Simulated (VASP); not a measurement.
Write the native input for VASP 6.6.1 that does the following.

- Task: single point
- Functional: PBEsol
- Potentials or basis: VASP PAW PBE potentials, release 64 (Zr_sv, O)
- Cutoff: 520 eV
- k mesh: 9 × 9 × 8
- Occupations: gaussian, width 0.15 eV
- Spin: no spin polarisation
- Dipole correction: no
- Further INCAR settings: ALGO = Normal; EDIFF = 1e-06; NBANDS = 52

The structure of Zr3O lies in POSCAR:

```
Zr3O
1.0
    5.4682318713      0.0000000000      0.0000000000
   -2.7341159356      4.7356277143      0.0000000000
    0.0000000000      0.0000000000      5.3769123990
Zr O
6 2
Direct
    0.3596178438      0.0000000000      0.0000000000
    0.3596178438      0.3596178438      0.5000000000
    0.0000000000      0.3596178438      0.0000000000
    0.6403821562      0.0000000000      0.5000000000
    0.6403821562      0.6403821562      0.0000000000
    0.0000000000      0.6403821562      0.5000000000
    0.3333333333      0.6666666667      0.2500000000
    0.6666666667      0.3333333333      0.7500000000
```

This cell differs from its parent crystal: atoms shifted along a free coordinate, c/a of the conventional cell at fixed volume 0.9833.

The input as run:

INCAR

```
  ALGO = Normal
  EDIFF = 1E-6
  ENCUT = 520
  GGA = PS
  ISIF = 2
  ISMEAR = 0
  LASPH = T
  LCHARG = T
  LELF = T
  LREAL = F
  LVHAR = T
  LWAVE = F
  NBANDS = 52
  NELM = 60
  PREC = Accurate
  SIGMA = 0.15
```

KPOINTS

```
k-points
0
Gamma
  9 9 8
```

Potentials or basis: VASP PAW PBE potentials, release 64 (Zr_sv, O).

The run is started by

```console
$ cat potpaw_PBE.64/Zr_sv/POTCAR potpaw_PBE.64/O/POTCAR > POTCAR
$ mpirun -np 1 vasp_std > vasp.out
```

Results of the run:

```
Pressure               : 4.3 GPa
Largest force          : 1.274 eV/Å
Band gap on the k mesh : zero (bands 42 and 43 overlap by 0.37 eV)
```

Caveat: the cell stands under pressure; the PAW data sets were made with another functional, which shifts forces and pressure a little.

Wall time 3.9 min on 1 thread of AMD EPYC 9R45 96-Core Processor (Zen 5), with other jobs on the host, peak memory 0.43 GiB.
